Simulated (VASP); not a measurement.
# Se (R-3) in VASP: notebook

Runs on Se. Level: PBE. Tasks: single point, relaxation of cell and atoms.

Everything below comes from runs of VASP 6.6.1. Logs are shortened: lines on timing, memory, paths and dates and some standing lists are left out, and cuts for length are marked.

## 1. The cell of the first run

It takes space group R-3 (No. 148, trigonal). Conventional cell: a = 11.048 Å, b = 11.048 Å, c = 5.618 Å, α = 90.00°, β = 90.00°, γ = 120.00°. Within 3.2 Å of Se (site symmetry 1) lie 2 Se at 2.40 Å.

## 2. Single point, PBE

INCAR

```
  ALGO = Normal
  EDIFF = 1E-6
  ENCUT = 520
  GGA = PE
  ISIF = 2
  ISMEAR = 0
  LASPH = T
  LCHARG = F
  LREAL = F
  LWAVE = F
  NBANDS = 27
  NELM = 100
  PREC = Accurate
  SIGMA = 0.02
```

KPOINTS

```
k-points
0
Gamma
  6 6 6
```

POSCAR

```
Se
1.0
    5.5239698692      3.1892654910      1.8727498916
   -5.5239698692      3.1892654910      1.8727498916
    0.0000000000     -6.3785309820      1.8727498915
Se
6
Direct
    0.8617904324      0.7343348828      0.1144805641
    0.7343348828      0.1144805641      0.8617904324
    0.1144805641      0.8617904324      0.7343348828
    0.1382095676      0.2656651172      0.8855194359
    0.2656651172      0.8855194359      0.1382095676
    0.8855194359      0.1382095676      0.2656651172
```

Potentials or basis: VASP PAW PBE potentials, release 64 (Se).

The run is started by

```console
$ cat potpaw_PBE.64/Se/POTCAR > POTCAR
$ mpirun -np 1 vasp_std > vasp.out
```

OUTCAR:

```text
EDIFF = 1E-6
   ENCUT = 520
   GGA = PE
   ISIF = 2
   ISMEAR = 0
   LASPH = T
   LREAL = F
   NELM = 100
   PREC = Accurate

 ion  position               nearest neighbor table
   1  0.862  0.734  0.114-   6 2.40   5 2.40
   2  0.734  0.114  0.862-   6 2.40   4 2.40
   3  0.114  0.862  0.734-   5 2.40   4 2.40
   4  0.138  0.266  0.886-   3 2.40   2 2.40
   5  0.266  0.886  0.138-   3 2.40   1 2.40
   6  0.886  0.138  0.266-   2 2.40   1 2.40

  LATTYP: Found a trigonal (rhomboedric) cell.
 ALAT       =     6.6477702761
 COS(alpha) =    -0.3809583841

  Lattice vectors:

 A1 = (   5.5239698692,   3.1892654910,   1.8727498916)
 A2 = (  -5.5239698692,   3.1892654910,   1.8727498916)
 A3 = (   0.0000000000,  -6.3785309820,   1.8727498915)

Analysis of symmetry for initial positions (statically):
=====================================================================
 Subroutine PRICEL returns:
 Original cell was already a primitive cell.

 Routine SETGRP: Setting up the symmetry group for a
 trigonal (rhombohedral) supercell.

 Subroutine GETGRP returns: Found  6 space group operations
 (whereof  6 operations were pure point group operations)
 out of a pool of 12 trial point group operations.

The static configuration has the point symmetry S_6 .

Analysis of symmetry for dynamics (positions and initial velocities):
=====================================================================
 Subroutine PRICEL returns:
 Original cell was already a primitive cell.

 Routine SETGRP: Setting up the symmetry group for a
 trigonal (rhombohedral) supercell.

 Subroutine GETGRP returns: Found  6 space group operations
 (whereof  6 operations were pure point group operations)
 out of a pool of 12 trial point group operations.

The dynamic configuration has the point symmetry S_6 .

 Subroutine INISYM returns: Found  6 space group operations
 (whereof  6 operations are pure point group operations),
 and found     1 'primitive' translations

----------------------------------------------------------------------------------------

                                     Primitive cell

  volume of cell :     197.9580

  direct lattice vectors                    reciprocal lattice vectors
     5.523969869  3.189265491  1.872749892     0.090514614  0.052258637  0.177991378
[... 94 lines left out ...]
   EDIFF  = 0.1E-05   stopping-criterion for ELM
   LREAL  =      F    real-space projection
   EDIFFG = 0.1E-04   stopping-criterion for IOM
   NSW    =      0    number of steps for IOM
   IBRION =     -1    ionic relax: 0-MD 1-quasi-New 2-CG
   NFREE  =      0    steps in history (QN), initial steepest desc. (CG)
   ISIF   =      2    stress and relaxation
   ISYM   =      2    0-nonsym 1-usesym 2-fastsym
   POTIM  = 0.5000    time-step for ionic-motion
   TEBEG  =    0.0;   TEEND  =   0.0 temperature during run
   PSTRESS=    0.0 pullay stress
   NELECT =      36.0000    total number of electrons
   NUPDOWN=      -1.0000    fix difference up-down
   EMIN   =  10.00;   EMAX   =-10.00  energy-range for DOS
   EFERMI =   0.00;   METHOD = LEGACY
   ISMEAR =     0;   SIGMA  =   0.02  broadening in eV -4-tet -1-fermi 0-gaus
   EFERMI_NEDOS =   21; number of points for ismear=-14 and -15
   IALGO  =     38    algorithm
   IMIX   =      4    mixing-type and parameters
     AMIX     =   0.40;   BMIX     =  1.00
     AMIX_MAG =   1.60;   BMIX_MAG =  1.00
  volume/ion in A,a.u.               =      32.99       222.65
  Fermi-wavevector in a.u.,A,eV,Ry     =   0.927509  1.752737 11.704717  0.860272
  Thomas-Fermi vector in A             =   2.053586
   LORBIT       =      0    0 simple, 1 ext, 2 COOP (PROOUT), +10 PAW based schemes
   GGA     = PE    functional components
   LHFCALC =     F    Hartree Fock is set to
   AEXX    =    0.0000 exact exchange contribution
   IVDW    =     0    specifies the selected vdW correction
   LEPSILON=     F    determine dielectric tensor
   LRPA    =     F    only Hartree local field effects (RPA)
 non-spin polarized calculation
 Gauss-broadening in eV      SIGMA  =   0.02
  energy-cutoff  :      520.00
  volume of cell :      197.96
 maximum number of plane-waves:      5349
 NGX is ok and might be reduce to    50
   NGX = 25   NGY = 25   NGZ = 25

 number of electron      36.0000002 magnetization

 Free energy of the ion-electron system (eV)
  ---------------------------------------------------
  ext. energy  EPLUGINS =         0.00000000
  ---------------------------------------------------
  free energy    TOTEN  =       -20.89933423 eV

  energy without entropy =      -20.89933423  energy(sigma->0) =      -20.89933423

 E-fermi :   0.8582     XC(G=0):  -7.8416

 val. band max:        0.7617528870   @ k =   0.5000  -0.0000   0.0000
 cond. band min:       2.3335201740   @ k =  -0.3333   0.3333   0.1667
 fundamental gap:      1.5717672870
 Fermi energy:         0.8581899869

 k-point     1 :       0.0000    0.0000    0.0000
  band No.  band energies     occupation
      1     -14.3256      2.00000
      2     -12.7636      2.00000
      3     -12.7636      2.00000
      4     -10.5685      2.00000
      5     -10.5685      2.00000
      6      -9.2939      2.00000
[... 709 lines left out ...]
     26       7.2380      0.00000
     27       7.5977      0.00000

 [... further k-points ...]

------------------------ aborting loop because EDIFF is reached ----------------------------------------

  FORCE on cell =-STRESS in cart. coord.  units (eV):
  Direction    XX          YY          ZZ          XY          YZ          ZX
  --------------------------------------------------------------------------------------
  -------------------------------------------------------------------------------------
  Total        0.1447213      0.1447213      0.0898277     -0.0000002      0.0000000     -0.0000000
  in kB        1.1713054      1.1713054      0.7270222     -0.0000018      0.0000000     -0.0000000
  external PRESSURE =       1.0232110 kB  Pullay stress =       0.0000000 kB

 VOLUME and BASIS-vectors are now :
 -----------------------------------------------------------------------------
  energy-cutoff  :      520.00
  volume of cell :      197.96
      direct lattice vectors                 reciprocal lattice vectors
     5.523969869  3.189265491  1.872749892     0.090514614  0.052258637  0.177991378
    -5.523969869  3.189265491  1.872749892    -0.090514614  0.052258637  0.177991378
     0.000000000 -6.378530982  1.872749892     0.000000000 -0.104517273  0.177991378

 POSITION                                       TOTAL-FORCE (eV/Angst)
 -----------------------------------------------------------------------------------
      0.70406      4.36025      3.20354         0.006474     -0.018930     -0.025884
      3.42406     -2.78986      3.20354        -0.019631      0.003859     -0.025884
     -4.12812     -1.57039      3.20354         0.013157      0.015072     -0.025884
     -0.70406     -4.36025      2.41471        -0.006474      0.018930      0.025884
     -3.42406      2.78986      2.41471         0.019631     -0.003859      0.025884
      4.12812      1.57039      2.41471        -0.013157     -0.015072      0.025884
 -----------------------------------------------------------------------------------
    total drift:                               -0.000000      0.000000      0.000000

  FREE ENERGIE OF THE ION-ELECTRON SYSTEM (eV)
  ---------------------------------------------------
  free  energy   TOTEN  =       -20.8993342338 eV

  energy  without entropy=      -20.8993342338  energy(sigma->0) =      -20.89933423
```

OSZICAR:

```text
N       E                     dE             d eps       ncg     rms          rms(c)
DAV:   1     0.204361711347E+03    0.20436E+03   -0.14133E+04  2160   0.109E+03
DAV:   2    -0.227370885334E+01   -0.20664E+03   -0.20009E+03  2946   0.185E+02
DAV:   3    -0.208755115625E+02   -0.18602E+02   -0.18471E+02  2799   0.606E+01
DAV:   4    -0.211198066908E+02   -0.24430E+00   -0.24389E+00  2482   0.805E+00
DAV:   5    -0.211225786712E+02   -0.27720E-02   -0.27714E-02  2631   0.886E-01    0.915E+00
DAV:   6    -0.209621346222E+02    0.16044E+00   -0.91052E-02  2410   0.148E+00    0.561E+00
DAV:   7    -0.208989341823E+02    0.63200E-01   -0.19522E-01  2350   0.213E+00    0.300E-01
DAV:   8    -0.208988387684E+02    0.95414E-04   -0.17829E-02  2346   0.651E-01    0.133E-01
DAV:   9    -0.208991822840E+02   -0.34352E-03   -0.63100E-04  2715   0.126E-01    0.469E-02
DAV:  10    -0.208993148376E+02   -0.13255E-03   -0.12826E-04  2322   0.576E-02    0.128E-02
DAV:  11    -0.208993315323E+02   -0.16695E-04   -0.21218E-05  2616   0.219E-02    0.658E-03
DAV:  12    -0.208993338586E+02   -0.23263E-05   -0.41531E-06  2340   0.104E-02    0.186E-03
DAV:  13    -0.208993342338E+02   -0.37516E-06   -0.61753E-07  1445   0.405E-03
   1 F= -.20899334E+02 E0= -.20899334E+02  d E =-.167171E-13
```

It took 2.5 min on 1 thread of Intel Xeon 6975P-C (Granite Rapids), shared host; peak memory 0.41 GiB.

What came out:

```yaml
Free_energy: -20.8993 eV
Pressure: 0.1 GPa
Largest_force: 0.033 eV/Å
Band_gap_on_the_k_mesh: 1.57 eV (least direct gap 1.65 eV)
```

Forces in eV/Å, atoms in the order of the input:
```
Se   0.006 -0.019 -0.026
Se  -0.020  0.004 -0.026
Se   0.013  0.015 -0.026
Se  -0.006  0.019  0.026
Se   0.020 -0.004  0.026
Se  -0.013 -0.015  0.026
```

Levels at points of the mesh, in eV from the valence-band top:
```csv
k point,band 16,band 17,band 18,band 19,band 20,band 21
"(0.00, 0.00, 0.00)",-0.55,-0.32,-0.32,2.22,2.22,2.66
"(0.50, 0.00, 0.00)",-0.57,-0.17,0.00,2.17,2.34,2.55
"(0.50, 0.50, 0.00)",-0.92,-0.68,0.00,1.65,2.26,2.57
"(0.50, 0.50, 0.50)",-0.90,-0.90,-0.55,1.82,1.82,2.54
```

Caveat: this functional lacks dispersion, which holds the molecules together, so the pressure and a relaxed volume are unreliable. A k mesh can miss the band edges.

(Continued in part 2 of 2.)
